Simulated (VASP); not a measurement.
Input of a VASP 6.6.1 run:

POSCAR

```
FeGe
1.0
    3.0161729560      0.0000000000      0.0000000000
    0.0000000000      3.0161729560      0.0000000000
    0.0000000000      0.0000000000      3.0161729560
Fe Ge
1 1
Direct
    0.0000000000      0.0000000000      0.0000000000
    0.4633440200      0.4507515000      0.4535288900
```

The input INCAR.step1:

```
ALGO = Normal
EDIFF = 1E-4
ENCUT = 520
GGA = PE
ISMEAR = 0
ISPIN = 2
LASPH = T
LCHARG = F
LMAXMIX = 4
LREAL = F
LWAVE = T
MAGMOM = 4 0
NBANDS = 22
NELM = 150
PREC = Accurate
SIGMA = 0.05
```

The input INCAR.step2:

```
ALGO = Normal
EDIFF = 1E-6
ENCUT = 520
ISIF = 2
ISMEAR = 0
ISPIN = 2
ISTART = 1
LASPH = T
LCHARG = F
LMAXMIX = 4
LMIXTAU = T
LORBIT = 11
LREAL = F
LWAVE = F
MAGMOM = 4 0
METAGGA = R2SCAN
NBANDS = 22
NELM = 150
PREC = Accurate
SIGMA = 0.05
```

Contents of KPOINTS:

```
k-points
0
Gamma
  3 3 3
```

Potentials or basis: VASP PAW PBE potentials, release 64 (Fe, Ge_d).

The run is started by

```sh
$ cat potpaw_PBE.64/Fe/POTCAR potpaw_PBE.64/Ge_d/POTCAR > POTCAR
$ cp INCAR.step1 INCAR
$ mpirun -np 1 vasp_std > vasp.out
$ cp INCAR.step2 INCAR
$ mpirun -np 1 vasp_std > vasp.out
```

**Question.** What does it give for the pressure?

**Answer.** -4.8 GPa.

**Question.** Predict the site moments.

**Answer.** Fe +1.97; Ge -0.01 μB.

**Question.** Predict the net moment.

**Answer.** 1.93 μB per cell.

**Question.** Predict the largest force.

**Answer.** 0.944 eV/Å.

Forces on the atoms (eV/Å):
```
Fe  -0.461 -0.596 -0.569
Ge   0.461  0.596  0.569
```

Caveat: the k points lie up to 0.69 Å⁻¹ apart; the PAW data sets were made with another functional, which shifts forces and pressure a little.
